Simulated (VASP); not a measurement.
# Ag16Br3Cl13 (P1) in VASP: relaxation of volume and atoms at fixed shape with PBEsol

Aim: the relaxation of volume and atoms at fixed shape of Ag16Br3Cl13 with PBEsol.

All numbers are computed with VASP 6.6.1; they aren't measurements. Logs are shortened: lines on timing, memory, paths and dates and some standing lists are left out, and cuts for length are marked.

### 1 The cell of the first run

The typed cell holds 64 atoms: a = 10.982 Å, b = 10.982 Å, c = 10.982 Å, α = 90.00°, β = 90.00°, γ = 90.00°.

### 2 Relaxation of volume and atoms at fixed shape, PBEsol

Input file INCAR:

```
  PREC = Accurate
  ENCUT = 500
  EDIFF = 1E-7
  ISMEAR = -1
  SIGMA = 0.05
  LREAL = Auto
  LASPH = T
  NELM = 120
  ALGO = Normal
  ISIF = 8
  LWAVE = F
  LCHARG = F
  GGA = PS
  IBRION = 2
  NSW = 100
  EDIFFG = -0.03
  ISYM = -1
  GGA_COMPAT = F
  NELMIN = 4
  KPAR = 1
```

Input file KPOINTS:

```
explicit points
1
Reciprocal
  0.25000000   0.25000000   0.25000000 1
```

Input file POSCAR:

```
Ag16Br3Cl13
1.0
   10.9817900000      0.0000000000      0.0000000000
    0.0000000000     10.9817900000      0.0000000000
    0.0000000000      0.0000000000     10.9817900000
Cl Br Ag
26 6 32
Direct
    0.2503040000      0.0001030000      0.0026050000
    0.2483200000      0.9979990000      0.5043990000
    0.2495350000      0.4996770000      0.9979650000
    0.2514960000      0.5005540000      0.5015930000
    0.7460770000      0.9994070000      0.9992060000
    0.7479970000      0.0000110000      0.5023960000
    0.7489130000      0.5012420000      0.0018670000
    0.7484130000      0.5010600000      0.4981050000
    0.9981710000      0.2472670000      0.4989530000
    0.9998810000      0.7526730000      0.9992210000
    0.9992550000      0.7511190000      0.4981300000
    0.5020760000      0.2548560000      0.0005360000
    0.4985380000      0.2511030000      0.4989410000
    0.5021260000      0.7527020000      0.9980070000
    0.4990280000      0.7532620000      0.4989930000
    0.0016860000      0.0019290000      0.2473500000
    0.0017580000      0.9980210000      0.7499170000
    0.5011980000      0.9991160000      0.2525040000
    0.5008240000      0.0006550000      0.7505090000
    0.5013270000      0.4986410000      0.2479310000
    0.2515910000      0.2500310000      0.2523000000
    0.2494690000      0.2498190000      0.7512760000
    0.2484360000      0.7509150000      0.2475240000
    0.2478280000      0.7509290000      0.7516460000
    0.7492020000      0.7476450000      0.2492000000
    0.7510630000      0.7501890000      0.7498770000
    0.9994090000      0.2516870000      0.9994580000
    0.0012810000      0.4990730000      0.2499810000
    0.9982620000      0.5030050000      0.7492130000
    0.4995320000      0.4992630000      0.7502150000
    0.7514750000      0.2494000000      0.2503240000
    0.7486230000      0.2516420000      0.7502100000
    0.0008130000      0.9999580000      0.9974920000
    0.9999310000      0.9991050000      0.4970200000
    0.9989880000      0.5048920000      0.0029180000
    0.9988100000      0.4989100000      0.5008320000
    0.5014360000      0.9971420000      0.0006700000
    0.4983940000      0.9973370000      0.5013250000
    0.4985140000      0.5025200000      0.9980250000
    0.5033970000      0.4971160000      0.5060280000
    0.2475170000      0.2499800000      0.9993130000
    0.2510660000      0.2488900000      0.5022530000
    0.2530650000      0.7491550000      0.9991580000
    0.2500820000      0.7518700000      0.5031830000
    0.7507590000      0.2496330000      0.9991710000
    0.7515520000      0.2487910000      0.5010340000
    0.7494770000      0.7510800000      0.9991080000
    0.7483440000      0.7493250000      0.4993520000
    0.2501090000      0.9974500000      0.2520720000
    0.2485260000      0.9987660000      0.7498620000
    0.2494480000      0.5021800000      0.2517940000
    0.2516890000      0.5009750000      0.7513410000
    0.7495300000      0.9993430000      0.2507590000
    0.7488390000      0.9977560000      0.7480960000
    0.7474270000      0.4997350000      0.2512740000
    0.7503300000      0.4971070000      0.7508610000
    0.9995280000      0.2496410000      0.2501200000
    0.9995060000      0.2504090000      0.7521070000
    0.0011780000      0.7526320000      0.2481500000
    0.0033740000      0.7513230000      0.7523690000
    0.4976230000      0.2476790000      0.2535090000
    0.4986130000      0.2503330000      0.7481810000
    0.4983510000      0.7471470000      0.2502400000
    0.5004120000      0.7488830000      0.7517110000
```

Potentials or basis: VASP PAW PBE potentials, release 64 (Cl, Br, Ag).

Command:

```sh
cat potpaw_PBE.64/Cl/POTCAR potpaw_PBE.64/Br/POTCAR potpaw_PBE.64/Ag/POTCAR > POTCAR
mpirun -np 4 vasp_std > vasp.out
```

OUTCAR:

```text
PREC = Accurate
   ENCUT = 500
   EDIFF = 1E-7
   ISMEAR = -1
   LREAL = Auto
   LASPH = T
   NELM = 120
   ISIF = 8
   GGA = PS
   IBRION = 2
   NSW = 100
   EDIFFG = -0.03
   ISYM = -1
   NELMIN = 4

 ion  position               nearest neighbor table
   1  0.250  0.000  0.003-  49 2.74  33 2.74  41 2.74  43 2.76  37 2.76  50 2.78
   2  0.248  0.998  0.504-  50 2.70  44 2.70  34 2.73  38 2.75  42 2.76  49 2.77
   3  0.250  0.500  0.998-  52 2.71  39 2.73  43 2.74  41 2.74  35 2.75  51 2.79
   4  0.251  0.501  0.502-  52 2.74  51 2.74  44 2.76  42 2.76  40 2.77  36 2.78
   5  0.746  0.999  0.999-  37 2.69  47 2.73  45 2.75  54 2.76  53 2.76  33 2.80
   6  0.748  0.000  0.502-  54 2.70  46 2.73  38 2.74  48 2.75  53 2.76  34 2.77
[... 56 lines left out ...]
  63  0.498  0.747  0.250-  20 2.73  15 2.73  23 2.74  25 2.75  18 2.77  14 2.77
  64  0.500  0.749  0.752-  14 2.71  30 2.74  26 2.75  19 2.76  24 2.77  15 2.78

IMPORTANT INFORMATION: All symmetrisations will be switched off!
NOSYMM: (Re-)initialisation of all symmetry stuff for point group C_1.

----------------------------------------------------------------------------------------

                                     Primitive cell

  volume of cell :    1324.4007

  direct lattice vectors                    reciprocal lattice vectors
    10.981790000  0.000000000  0.000000000     0.091059836  0.000000000  0.000000000
     0.000000000 10.981790000  0.000000000     0.000000000  0.091059836  0.000000000
     0.000000000  0.000000000 10.981790000     0.000000000  0.000000000  0.091059836

  length of vectors
    10.981790000 10.981790000 10.981790000     0.091059836  0.091059836  0.091059836

  position of ions in fractional coordinates (direct lattice)
     0.250304000  0.000103000  0.002605000
     0.248320000  0.997999000  0.504399000
     0.249535000  0.499677000  0.997965000
     0.251496000  0.500554000  0.501593000
     0.746077000  0.999407000  0.999206000
     0.747997000  0.000011000  0.502396000
[... 56 lines left out ...]
     0.498351000  0.747147000  0.250240000
     0.500412000  0.748883000  0.751711000

  ion indices of the primitive-cell ions
   primitive index   ion index
                 1           1
                 2           2
                 3           3
                 4           4
                 5           5
                 6           6
[... 56 lines left out ...]
                63          63
                64          64

----------------------------------------------------------------------------------------

 KPOINTS: explicit points

Read explicit list of k-points.

 Found      1 k-points:

 Following reciprocal coordinates:
            Coordinates               Weight
  0.250000  0.250000  0.250000      1.000000
   k-points           NKPTS =      1   k-points in BZ     NKDIM =      1   number of bands    NBANDS=    348
   number of dos      NEDOS =    301   number of ions     NIONS =     64
   total plane-waves  NPLWV = 512000
   dimension x,y,z NGX =    80 NGY =   80 NGZ =   80
   dimension x,y,z NGXF=   160 NGYF=  160 NGZF=  160
   ions per type =              26   6  32
   NGX,Y,Z   is equivalent  to a cutoff of  12.11, 12.11, 12.11 a.u.
   NGXF,Y,Z  is equivalent  to a cutoff of  24.22, 24.22, 24.22 a.u.
 SYSTEM =  unknown system
   PREC   = accura    normal or accurate (medium, high low for compatibility)
   ISTART =      0    job   : 0-new  1-cont  2-samecut
   ICHARG =      2    charge: 1-file 2-atom 10-const
   ISPIN  =      1    spin polarized calculation?
   LNONCOLLINEAR =      F non collinear calculations
   LSORBIT =      F    spin-orbit coupling
   LASPH  =      T    aspherical Exc in radial PAW
   ENCUT  =  500.0 eV  36.75 Ry    6.06 a.u.  20.02 20.02 20.02*2*pi/ulx,y,z
   NELM   =    120;   NELMIN=  4; NELMDL= -5     # of ELM steps
   EDIFF  = 0.1E-06   stopping-criterion for ELM
   LREAL  =      T    real-space projection
   EDIFFG = -.3E-01   stopping-criterion for IOM
   NSW    =    100    number of steps for IOM
   IBRION =      2    ionic relax: 0-MD 1-quasi-New 2-CG
   NFREE  =      1    steps in history (QN), initial steepest desc. (CG)
   ISIF   =      8    stress and relaxation
   ISYM   =     -1    0-nonsym 1-usesym 2-fastsym
   POTIM  = 0.5000    time-step for ionic-motion
   TEBEG  =    0.0;   TEEND  =   0.0 temperature during run
   PSTRESS=    0.0 pullay stress
   NELECT =     576.0000    total number of electrons
   NUPDOWN=      -1.0000    fix difference up-down
   EMIN   =  10.00;   EMAX   =-10.00  energy-range for DOS
   EFERMI =   0.00;   METHOD = LEGACY
   ISMEAR =    -1;   SIGMA  =   0.05  broadening in eV -4-tet -1-fermi 0-gaus
   EFERMI_NEDOS =   21; number of points for ismear=-14 and -15
   IALGO  =     38    algorithm
   IMIX   =      4    mixing-type and parameters
     AMIX     =   0.40;   BMIX     =  1.00
     AMIX_MAG =   1.60;   BMIX_MAG =  1.00
  volume/ion in A,a.u.               =      20.69       139.65
  Fermi-wavevector in a.u.,A,eV,Ry     =   1.240345  2.343912 20.931963  1.538456
  Thomas-Fermi vector in A             =   2.374790
   LORBIT       =      0    0 simple, 1 ext, 2 COOP (PROOUT), +10 PAW based schemes
   GGA     = PS    functional components
   LHFCALC =     F    Hartree Fock is set to
   AEXX    =    0.0000 exact exchange contribution
   IVDW    =     0    specifies the selected vdW correction
   LEPSILON=     F    determine dielectric tensor
   LRPA    =     F    only Hartree local field effects (RPA)
 conjugate gradient relaxation of ions
 non-spin polarized calculation
  energy-cutoff  :      500.00
  volume of cell :     1324.40
 maximum number of plane-waves:     33614
 NGX is ok and might be reduce to    80
   NGX = 41   NGY = 41   NGZ = 41

--------------------------------------- Ionic step        1  -------------------------------------------

 number of electron     576.0000071 magnetization

 Free energy of the ion-electron system (eV)
  ---------------------------------------------------
  ext. energy  EPLUGINS =         0.00000000
  ---------------------------------------------------
  free energy    TOTEN  =      -191.41840043 eV

  energy without entropy =     -191.41840002  energy(sigma->0) =     -191.41840023

------------------------ aborting loop because EDIFF is reached ----------------------------------------

  FORCE on cell =-STRESS in cart. coord.  units (eV):
  Direction    XX          YY          ZZ          XY          YZ          ZX
  --------------------------------------------------------------------------------------
  -------------------------------------------------------------------------------------
  Total        0.8493497      0.6218701      1.1792367     -0.4707166     -0.4638601     -0.5764613
  in kB        1.0274903      0.7522996      1.4265670     -0.5694435     -0.5611490     -0.6973669
  external PRESSURE =       1.0687856 kB  Pullay stress =       0.0000000 kB

 VOLUME and BASIS-vectors are now :
 -----------------------------------------------------------------------------
  energy-cutoff  :      500.00
  volume of cell :     1324.40
      direct lattice vectors                 reciprocal lattice vectors
    10.981790000  0.000000000  0.000000000     0.091059836  0.000000000  0.000000000
     0.000000000 10.981790000  0.000000000     0.000000000  0.091059836  0.000000000
     0.000000000  0.000000000 10.981790000     0.000000000  0.000000000  0.091059836
[... 751 lines left out ...]
      5.47613      8.21876      2.74596         0.001681      0.056388      0.003144
      5.49359      8.29132      8.23276        -0.018352      0.024518     -0.002117
 -----------------------------------------------------------------------------------
    total drift:                               -0.002819      0.006164      0.010416

  FREE ENERGIE OF THE ION-ELECTRON SYSTEM (eV)
  ---------------------------------------------------
  free  energy   TOTEN  =      -191.6747019610 eV

  energy  without entropy=     -191.6747015565  energy(sigma->0) =     -191.67470176

--------------------------------------- Ionic step        9  -------------------------------------------

 number of electron     576.0000199 magnetization

 Free energy of the ion-electron system (eV)
  ---------------------------------------------------
  ext. energy  EPLUGINS =         0.00000000
  ---------------------------------------------------
  free energy    TOTEN  =      -191.67821509 eV

  energy without entropy =     -191.67821468  energy(sigma->0) =     -191.67821489

 E-fermi :   4.9966     XC(G=0): -10.4539

 val. band max:        4.1588637096   @ k =   0.2500   0.2500   0.2500
 cond. band min:       5.7958670322   @ k =   0.2500   0.2500   0.2500
 fundamental gap:      1.6370033226
 Fermi energy:         4.9966424747

 k-point     1 :       0.2500    0.2500    0.2500
  band No.  band energies     occupation
      1     -11.1024      2.00000
      2     -10.9684      2.00000
      3     -10.9489      2.00000
      4     -10.9280      2.00000
      5     -10.8490      2.00000
      6     -10.8157      2.00000
[... 292 lines left out ...]
    299       7.9741      0.00000
    300       7.9894      0.00000
 [bands above 300 left out]

------------------------ aborting loop because EDIFF is reached ----------------------------------------

  FORCE on cell =-STRESS in cart. coord.  units (eV):
  Direction    XX          YY          ZZ          XY          YZ          ZX
  --------------------------------------------------------------------------------------
  -------------------------------------------------------------------------------------
  Total        0.1684389     -0.2163775      0.4048952     -0.5241077     -0.5316508     -0.5230967
  in kB        0.2038444     -0.2618595      0.4900032     -0.6342740     -0.6434025     -0.6330504
  external PRESSURE =       0.1439960 kB  Pullay stress =       0.0000000 kB

 VOLUME and BASIS-vectors are now :
 -----------------------------------------------------------------------------
  energy-cutoff  :      500.00
  volume of cell :     1323.90
      direct lattice vectors                 reciprocal lattice vectors
    10.980398044  0.000000000  0.000000000     0.091071380  0.000000000  0.000000000
     0.000000000 10.980398044  0.000000000     0.000000000  0.091071380  0.000000000
     0.000000000  0.000000000 10.980398044     0.000000000  0.000000000  0.091071380
[... 65 lines left out ...]
      5.47718      8.22937      2.74630        -0.002999      0.028535      0.005020
      5.49190      8.30004      8.23289        -0.015862     -0.006927      0.001449
 -----------------------------------------------------------------------------------
    total drift:                               -0.007622      0.012324      0.012493

  FREE ENERGIE OF THE ION-ELECTRON SYSTEM (eV)
  ---------------------------------------------------
  free  energy   TOTEN  =      -191.6782150903 eV

  energy  without entropy=     -191.6782146842  energy(sigma->0) =     -191.67821489

 reached required accuracy - stopping structural energy minimisation
```

It took 24 min on 4 MPI ranks of Intel Xeon Platinum 8259CL at 2.50GHz (Skylake/Cascade Lake), shared host; peak memory 0.47 GiB.

Results:

```yaml
Free_energy: -191.6782 eV
Relaxed_volume: 20.69 Å³/atom
Relaxed_cell: a = 10.980 Å, b = 10.980 Å, c = 10.980 Å, α = 90.00°, β = 90.00°, γ = 90.00°
Space_group_after_relaxing_to_0.1_Å: P1 (No. 1)
Energy_gained_by_relaxing: 4.1 meV/atom
Ionic_steps: 9
Pressure_after_relaxing: 0.0 GPa
Largest_force_after_relaxing: 0.029 eV/Å
Band_gap_on_the_k_mesh: 1.64 eV
```

Forces in eV/Å, atoms in the order of the input:
```
Cl  -0.007 -0.002  0.003
Cl   0.004 -0.010 -0.009
Cl   0.006  0.005  0.007
Cl  -0.006 -0.001 -0.008
Cl  -0.001  0.004  0.005
Cl  -0.001  0.001 -0.003
Cl  -0.004 -0.002  0.001
Cl  -0.005  0.005 -0.002
Cl   0.000  0.004 -0.008
Cl   0.003 -0.006 -0.009
Cl   0.010 -0.009  0.005
Cl   0.001 -0.013  0.004
Cl   0.000 -0.007  0.002
Cl  -0.002 -0.004  0.003
Cl  -0.002  0.004 -0.001
Cl   0.004 -0.002  0.008
Cl   0.004  0.014  0.001
Cl   0.000  0.011 -0.002
Cl   0.006  0.006 -0.005
Cl   0.011  0.001  0.003
Cl  -0.005 -0.004 -0.002
Cl  -0.002 -0.005  0.000
Cl   0.001  0.000  0.009
Cl  -0.009 -0.005 -0.003
Cl  -0.002 -0.014  0.005
Cl  -0.007 -0.005  0.005
Br   0.008 -0.012 -0.004
Br  -0.004  0.003  0.011
Br   0.018  0.001  0.014
Br   0.012  0.010  0.001
Br   0.003 -0.006 -0.011
Br  -0.002 -0.007 -0.002
Ag   0.005  0.004  0.015
Ag   0.003  0.011  0.009
Ag   0.010 -0.013 -0.010
Ag   0.005  0.013 -0.015
Ag   0.006 -0.011  0.006
Ag   0.005 -0.003 -0.010
Ag   0.004  0.004 -0.003
Ag  -0.008  0.004 -0.002
Ag  -0.016  0.007  0.001
Ag   0.009  0.002 -0.007
Ag  -0.006  0.006  0.008
Ag   0.005  0.001 -0.016
Ag   0.002  0.005  0.000
Ag  -0.015  0.003  0.009
Ag  -0.007 -0.006 -0.002
Ag  -0.004 -0.009 -0.003
Ag  -0.005 -0.002 -0.008
Ag  -0.003 -0.006 -0.009
Ag  -0.013  0.006 -0.006
Ag  -0.006  0.011  0.008
Ag  -0.003  0.016 -0.007
Ag  -0.006  0.028  0.004
Ag   0.005  0.012  0.003
Ag  -0.019  0.003 -0.006
Ag  -0.006 -0.008  0.000
Ag   0.004 -0.014  0.009
Ag   0.009 -0.009  0.013
Ag   0.012 -0.010 -0.014
Ag   0.007 -0.016  0.007
Ag   0.008 -0.004  0.000
Ag  -0.003  0.029  0.005
Ag  -0.016 -0.007  0.001
```

Step by step:
| step | energy change (eV) | largest force (eV/Å) | pressure (GPa) | volume (Å³) |
| --- | --- | --- | --- | --- |
| 1 | 0.0000 | 0.3965 | 0.11 | 1324.40 |
| 2 | -0.0810 | 0.3207 | -0.05 | 1327.05 |
| 3 | -0.2110 | 0.1290 | -0.44 | 1335.01 |
| 4 | -0.2193 | 0.0802 | -0.54 | 1337.46 |
| 5 | -0.2419 | 0.0838 | 0.36 | 1315.88 |
| 6 | -0.2504 | 0.0750 | 0.04 | 1323.23 |
| 7 | -0.2504 | 0.0753 | 0.05 | 1322.94 |
| 8 | -0.2563 | 0.0565 | 0.04 | 1323.33 |
| 9 | -0.2598 | 0.0291 | 0.01 | 1323.90 |

Final structure:
```
Cl Br Ag
1.0
    10.98040    0.00000    0.00000
     0.00000   10.98040    0.00000
     0.00000    0.00000   10.98040
Cl Br Ag
26 6 32
Direct
  0.25290 0.99968 0.00156
  0.24879 0.99894 0.50129
  0.25052 0.50087 0.00110
  0.25264 0.50110 0.50034
  0.74742 0.99671 0.99944
  0.74940 0.99650 0.50043
  0.74831 0.50420 0.00248
  0.74811 0.50272 0.49829
  0.00275 0.24618 0.50062
  0.00019 0.75422 0.00067
  0.99997 0.75314 0.49845
  0.49768 0.25036 0.00184
  0.49683 0.24814 0.49932
  0.50101 0.75182 0.00097
  0.49859 0.75084 0.49911
  0.00132 0.99897 0.24882
  0.00120 0.99761 0.74853
  0.49895 0.99683 0.25165
  0.49791 0.99861 0.75043
  0.49765 0.50083 0.24988
  0.25248 0.24869 0.25287
  0.25044 0.24738 0.74918
  0.25106 0.75148 0.24882
  0.25054 0.75301 0.75193
  0.74822 0.75105 0.24974
  0.75073 0.75166 0.74901
  0.00177 0.24944 0.99992
  0.00166 0.50218 0.25229
  0.00024 0.50352 0.74841
  0.49922 0.50111 0.75115
  0.74733 0.24781 0.25168
  0.74822 0.24713 0.74878
  0.99997 0.99689 0.99819
  0.99894 0.99846 0.49820
  0.99897 0.50753 0.00134
  0.00002 0.50002 0.50031
  0.49991 0.00051 0.00184
  0.49886 0.99945 0.50051
  0.49909 0.50199 0.00541
  0.50098 0.49906 0.49584
  0.25510 0.24998 0.00114
  0.25032 0.24985 0.50122
  0.25207 0.74975 0.00004
  0.24918 0.74976 0.50118
  0.74444 0.25008 0.00008
  0.74949 0.24952 0.50003
  0.74991 0.75071 0.99945
  0.74928 0.74984 0.49943
  0.25129 0.99888 0.25186
  0.24970 0.99946 0.75191
  0.25487 0.50109 0.25115
  0.25044 0.50069 0.75039
  0.74951 0.99344 0.25023
  0.74985 0.99326 0.74987
  0.74472 0.50451 0.25014
  0.74964 0.50501 0.75101
  0.00614 0.24502 0.25501
  0.00481 0.24456 0.74519
  0.00029 0.75636 0.24995
  0.00129 0.75694 0.74902
  0.49412 0.24718 0.25117
  0.49350 0.24417 0.74968
  0.49881 0.74946 0.25011
  0.50016 0.75590 0.74978
```

Caveat: the PAW data sets were made with another functional, which shifts forces and pressure a little; a shifted mesh leaves out Γ, where band edges can lie. A k mesh can miss the band edges.
